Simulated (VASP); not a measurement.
A run of VASP 6.6.1 is set up as follows.

The input INCAR:

```
PREC = Accurate
ENCUT = 520
EDIFF = 1E-7
ISMEAR = -1
SIGMA = 0.1
LREAL = False
LASPH = True
NELM = 60
ALGO = Normal
ISIF = 2
LWAVE = False
LCHARG = False
GGA = PE
NBANDS = 16
```

KPOINTS

```
Automatic mesh
0
Gamma
  13 13 13
```

File POSCAR:

```
InAs
1.0
    0.0000000000      2.7560442210      2.7560442210
    2.7560442210      0.0000000000      2.7560442210
    2.7560442210      2.7560442210      0.0000000000
In As
1 1
Direct
    0.0000000000      0.0000000000      0.0000000000
    0.5000000000      0.5000000000      0.5000000000
```

Potentials or basis: VASP PAW PBE potentials, release 64 (In_d, As).

Command:

```console
$ cat potpaw_PBE.64/In_d/POTCAR potpaw_PBE.64/As/POTCAR > POTCAR
$ mpirun -np 1 vasp_std > vasp.out
```

**Question.** What does it give for the band gap on the k mesh?

**Answer.** Zero (band 9 reaches 7.86 eV, above the bottom of band 10 at 4.81 eV).

**Question.** What does it give for the pressure?

**Answer.** 10.7 GPa.

Caveat: spin-orbit coupling is left out, which moves the levels of the heavy elements.
